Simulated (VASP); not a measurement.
# C (Fddd) in VASP: notebook

Runs on C. Level: LDA. Tasks: single point.

All numbers are computed with VASP 6.6.1; they aren't measurements. Logs are shortened: lines on timing, memory, paths and dates and some standing lists are left out, and cuts for length are marked.

## Step 1: The cell of the first run

The structure is orthorhombic, space group Fddd (No. 70). The conventional cell has a = 2.909 Å, b = 3.717 Å, c = 3.969 Å, α = 90.00°, β = 90.00°, γ = 90.00°. C (site symmetry 222) has 4 C at 1.54 Å within 2.1 Å.

## Step 2: Single point, LDA

Input file INCAR:

```
SYSTEM = C
ALGO = Normal ; EDIFF = 1E-6
ENCUT = 910 ; GGA_COMPAT = .False.
ISIF = 2 ; ISMEAR = 0
LASPH = .True. ; LCHARG = .False.
LREAL = .False. ; LWAVE = .False.
NBANDS = 11 ; NELM = 120
PREC = Accurate ; SIGMA = 0.05
```

Input file KPOINTS:

```
k-points
0
Gamma
  12 12 12
  0 0 0
```

Input file POSCAR:

```
C
1.0
    0.0000000000      1.9842841573      1.8584730372
    1.4545531253      0.0000000000      1.8584730372
    1.4545531253      1.9842841573      0.0000000000
C
2
Direct
    0.5000000000      0.5000000000      0.5000000000
    0.7500000000      0.7500000000      0.7500000000
```

Potentials or basis: VASP PAW LDA potentials, release 64 (C_h).

Command:

```bash
$ cat potpaw_LDA.64/C_h/POTCAR > POTCAR
$ mpirun -np 1 vasp_std > vasp.out
```

OUTCAR:

```text
SYSTEM = C
   EDIFF = 1E-6
   ENCUT = 910
   ISIF = 2
   ISMEAR = 0
   LASPH = .True.
   LREAL = .False.
   NELM = 120
   PREC = Accurate

 ion  position               nearest neighbor table
   1  0.500  0.500  0.500-
   2  0.750  0.750  0.750-

  LATTYP: Found a face centered orthorhombic cell.
 ALAT       =     2.9091062506
 B/A-ratio  =     1.2776934750
 C/A-ratio  =     1.3641881639

  Lattice vectors:

 A1 = (   0.0000000000,   1.9842841573,  -1.8584730372)
 A2 = (   1.4545531253,   1.9842841573,   0.0000000000)
 A3 = (   1.4545531253,   0.0000000000,  -1.8584730372)

Analysis of symmetry for initial positions (statically):
=====================================================================
 Subroutine PRICEL returns:
 Original cell was already a primitive cell.

 Routine SETGRP: Setting up the symmetry group for a
 face centered orthorhombic supercell.

 Subroutine GETGRP returns: Found  8 space group operations
 (whereof  4 operations were pure point group operations)
 out of a pool of  8 trial point group operations.

The static configuration has the point symmetry D_2 .
 The point group associated with its full space group is D_2h.

Analysis of symmetry for dynamics (positions and initial velocities):
=====================================================================
 Subroutine PRICEL returns:
 Original cell was already a primitive cell.

 Routine SETGRP: Setting up the symmetry group for a
 face centered orthorhombic supercell.

 Subroutine GETGRP returns: Found  8 space group operations
 (whereof  4 operations were pure point group operations)
 out of a pool of  8 trial point group operations.

The dynamic configuration has the point symmetry D_2 .
 The point group associated with its full space group is D_2h.

 Subroutine INISYM returns: Found  8 space group operations
 (whereof  4 operations are pure point group operations),
 and found     1 'primitive' translations

----------------------------------------------------------------------------------------

                                     Primitive cell

  volume of cell :      10.7280

  direct lattice vectors                    reciprocal lattice vectors
     0.000000000  1.984284157  1.858473037    -0.343748187  0.251980039  0.269038070
     1.454553125  0.000000000  1.858473037     0.343748187 -0.251980039  0.269038070
     1.454553125  1.984284157  0.000000000     0.343748187  0.251980039 -0.269038070

  length of vectors
     2.718695578  2.360009920  2.460306569     0.504022063  0.504022063  0.504022063

  position of ions in fractional coordinates (direct lattice)
     0.500000000  0.500000000  0.500000000
     0.750000000  0.750000000  0.750000000

  ion indices of the primitive-cell ions
   primitive index   ion index
                 1           1
                 2           2

----------------------------------------------------------------------------------------

 KPOINTS: k-points

Automatic generation of k-mesh.
 Grid dimensions read from file:
 generate k-points for:   12   12   12

 Generating k-lattice:

  Cartesian coordinates                     Fractional coordinates (reciprocal lattice)
    -0.028645682  0.020998337  0.022419839     0.083333333 -0.000000000  0.000000000
     0.028645682 -0.020998337  0.022419839    -0.000000000  0.083333333  0.000000000
     0.028645682  0.020998337 -0.022419839     0.000000000  0.000000000  0.083333333

  Length of vectors
     0.042001839  0.042001839  0.042001839

  Shift w.r.t. Gamma in fractional coordinates (k-lattice)
     0.000000000  0.000000000  0.000000000

 Subroutine IBZKPT returns following result:
 ===========================================

 Found    280 irreducible k-points:

 Following reciprocal coordinates:
            Coordinates               Weight
  0.000000  0.000000  0.000000      1.000000
  0.083333  0.000000  0.000000      8.000000
  0.166667  0.000000  0.000000      8.000000
  0.250000  0.000000  0.000000      8.000000
  0.333333  0.000000  0.000000      8.000000
  0.416667  0.000000  0.000000      8.000000
[... 16 lines left out ...]
  0.500000  0.166667  0.000000      8.000000
 -0.416667  0.166667  0.000000      8.000000
 [... further k-points ...]
   k-points           NKPTS =    280   k-points in BZ     NKDIM =    280   number of bands    NBANDS=     11
   number of dos      NEDOS =    301   number of ions     NIONS =      2
   total plane-waves  NPLWV =  16128
   dimension x,y,z NGX =    28 NGY =   24 NGZ =   24
   dimension x,y,z NGXF=    56 NGYF=   48 NGZF=   48
   ions per type =               2
   NGX,Y,Z   is equivalent  to a cutoff of  17.12, 16.91, 16.22 a.u.
   NGXF,Y,Z  is equivalent  to a cutoff of  34.24, 33.81, 32.43 a.u.
 SYSTEM =  C
   PREC   = accura    normal or accurate (medium, high low for compatibility)
   ISTART =      0    job   : 0-new  1-cont  2-samecut
   ICHARG =      2    charge: 1-file 2-atom 10-const
   ISPIN  =      1    spin polarized calculation?
   LNONCOLLINEAR =      F non collinear calculations
   LSORBIT =      F    spin-orbit coupling
   LASPH  =      T    aspherical Exc in radial PAW
   ENCUT  =  910.0 eV  66.88 Ry    8.18 a.u.   6.69  5.80  6.05*2*pi/ulx,y,z
   NELM   =    120;   NELMIN=  2; NELMDL= -5     # of ELM steps
   EDIFF  = 0.1E-05   stopping-criterion for ELM
   LREAL  =      F    real-space projection
   EDIFFG = 0.1E-04   stopping-criterion for IOM
   NSW    =      0    number of steps for IOM
   IBRION =     -1    ionic relax: 0-MD 1-quasi-New 2-CG
   NFREE  =      0    steps in history (QN), initial steepest desc. (CG)
   ISIF   =      2    stress and relaxation
   ISYM   =      2    0-nonsym 1-usesym 2-fastsym
   POTIM  = 0.5000    time-step for ionic-motion
   TEBEG  =    0.0;   TEEND  =   0.0 temperature during run
   PSTRESS=    0.0 pullay stress
   NELECT =       8.0000    total number of electrons
   NUPDOWN=      -1.0000    fix difference up-down
   EMIN   =  10.00;   EMAX   =-10.00  energy-range for DOS
   EFERMI =   0.00;   METHOD = LEGACY
   ISMEAR =     0;   SIGMA  =   0.05  broadening in eV -4-tet -1-fermi 0-gaus
   EFERMI_NEDOS =   21; number of points for ismear=-14 and -15
   IALGO  =     38    algorithm
   IMIX   =      4    mixing-type and parameters
     AMIX     =   0.40;   BMIX     =  1.00
     AMIX_MAG =   1.60;   BMIX_MAG =  1.00
  volume/ion in A,a.u.               =       5.36        36.20
  Fermi-wavevector in a.u.,A,eV,Ry     =   1.484562  2.805415 29.986199  2.203923
  Thomas-Fermi vector in A             =   2.598083
   LORBIT       =      0    0 simple, 1 ext, 2 COOP (PROOUT), +10 PAW based schemes
   GGA     = CA    functional components
   LHFCALC =     F    Hartree Fock is set to
   AEXX    =    0.0000 exact exchange contribution
   IVDW    =     0    specifies the selected vdW correction
   LEPSILON=     F    determine dielectric tensor
   LRPA    =     F    only Hartree local field effects (RPA)
 non-spin polarized calculation
 Gauss-broadening in eV      SIGMA  =   0.05
  energy-cutoff  :      910.00
  volume of cell :       10.73
 maximum number of plane-waves:       684
   NGX = 13   NGY = 11   NGZ = 13

 number of electron       8.0000000 magnetization

 Free energy of the ion-electron system (eV)
  ---------------------------------------------------
  ext. energy  EPLUGINS =         0.00000000
  ---------------------------------------------------
  free energy    TOTEN  =       -18.80243090 eV

  energy without entropy =      -18.80236201  energy(sigma->0) =      -18.80239645

 E-fermi :  12.6666     XC(G=0): -14.0128

 val. band max:       12.6460288341   @ k =  -0.0833   0.4167   0.3333
 cond. band min:      12.7336050586   @ k =   0.0000   0.5000   0.5000
 fundamental gap:      0.0875762245
 Fermi energy:        12.6666340534

 k-point     1 :       0.0000    0.0000    0.0000
  band No.  band energies     occupation
      1     -10.2076      2.00000
      2       9.8887      2.00000
      3      11.5774      2.00000
      4      14.1107      0.00000
      5      16.1452      0.00000
      6      19.1181      0.00000
      7      19.9149      0.00000
      8      25.4839      0.00000
      9      32.1212      0.00000
     10      32.6125      0.00000
     11      34.9374      0.00000

 k-point     2 :       0.0833    0.0000    0.0000
  band No.  band energies     occupation
      1      -9.9985      2.00000
      2       9.4380      2.00000
      3      10.9727      2.00000
      4      13.4702      0.00000
      5      16.2708      0.00000
      6      19.4010      0.00000
      7      20.4743      0.00000
      8      25.6442      0.00000
      9      31.6549      0.00000
     10      32.9165      0.00000
     11      34.8353      0.00000

 k-point     3 :       0.1667    0.0000    0.0000
  band No.  band energies     occupation
      1      -9.3733      2.00000
      2       7.9546      2.00000
      3       9.6060      2.00000
      4      12.4944      2.00000
      5      16.4774      0.00000
      6      19.7593      0.00000
      7      21.6090      0.00000
      8      26.1786      0.00000
      9      31.6501      0.00000
     10      33.1813      0.00000
     11      34.5029      0.00000

 k-point     4 :       0.2500    0.0000    0.0000
  band No.  band energies     occupation
      1      -8.3391      2.00000
      2       5.4419      2.00000
      3       8.4466      2.00000
      4      11.7534      2.00000
      5      16.5665      0.00000
      6      19.8162      0.00000
      7      22.7214      0.00000
      8      27.0456      0.00000
      9      32.0673      0.00000
     10      33.9863      0.00000
     11      35.4153      0.00000
[... 239 lines left out ...]
 k-point    22 :       0.4167    0.1667   -0.0000
  band No.  band energies     occupation
      1      -6.0304      2.00000
      2       2.6239      2.00000
      3       6.1630      2.00000
      4       8.9948      2.00000
      5      18.1455      0.00000
      6      20.3354      0.00000
      7      25.9229      0.00000
      8      26.3572      0.00000
      9      31.8607      0.00000
     10      32.1440      0.00000
     11      39.1088      0.00000

 k-point    23 :       0.5000    0.1667    0.0000
  band No.  band energies     occupation
      1      -4.2523      2.00000
      2       0.1229      2.00000
      3       5.4656      2.00000
      4       8.7611      2.00000
      5      18.0244      0.00000
      6      20.7006      0.00000
      7      25.7388      0.00000
      8      27.4565      0.00000
      9      32.0423      0.00000
     10      33.7353      0.00000
     11      40.7139      0.00000

 k-point    24 :      -0.4167    0.1667    0.0000
  band No.  band energies     occupation
      1      -3.1378      2.00000
      2      -1.1775      2.00000
      3       5.1166      2.00000
      4       8.8003      2.00000
      5      17.9088      0.00000
      6      20.9665      0.00000
      7      25.1325      0.00000
      8      27.5426      0.00000
      9      33.4178      0.00000
     10      35.3267      0.00000
     11      40.7212      0.00000

 [... further k-points ...]
[... 5 lines left out ...]
  --------------------------------------------------------------------------------------
  -------------------------------------------------------------------------------------
  Total        9.2274977     -6.5224475      0.0212973      0.0000000      0.0000000      0.0000000
  in kB     1378.0812244   -974.0953295      3.1806466      0.0000000      0.0000000      0.0000000
  external PRESSURE =     135.7221805 kB  Pullay stress =       0.0000000 kB

 VOLUME and BASIS-vectors are now :
 -----------------------------------------------------------------------------
  energy-cutoff  :      910.00
  volume of cell :       10.73
      direct lattice vectors                 reciprocal lattice vectors
     0.000000000  1.984284157  1.858473037    -0.343748187  0.251980039  0.269038070
     1.454553125  0.000000000  1.858473037     0.343748187 -0.251980039  0.269038070
     1.454553125  1.984284157  0.000000000     0.343748187  0.251980039 -0.269038070

 POSITION                                       TOTAL-FORCE (eV/Angst)
 -----------------------------------------------------------------------------------
      1.45455      1.98428      1.85847         0.000000      0.000000      0.000000
      2.18183      2.97643      2.78771        -0.000000     -0.000000     -0.000000
 -----------------------------------------------------------------------------------
    total drift:                                0.000000      0.000000      0.000000

  FREE ENERGIE OF THE ION-ELECTRON SYSTEM (eV)
  ---------------------------------------------------
  free  energy   TOTEN  =       -18.8024308979 eV

  energy  without entropy=      -18.8023620084  energy(sigma->0) =      -18.80239645
```

It took 21 s on 1 thread of Intel Xeon 6975P-C (Granite Rapids), shared host; peak memory 0.16 GiB.

What came out:

```
Free energy            : -18.8024 eV
Pressure               : 13.6 GPa
Band gap on the k mesh : zero (band 4 reaches 14.11 eV, above the bottom of band 5 at 11.80 eV)
```

Caveat: the cell differs from its parent crystal (strain +e along x and -e along y -0.1500, strain +e along z and -e/2 along x and y +0.0525); the cutoff is under 1.25 times the usual one of these potentials, so pressure, stress and relaxed cells hold a basis-set (Pulay) error.

(Continued in part 2 of 2.)
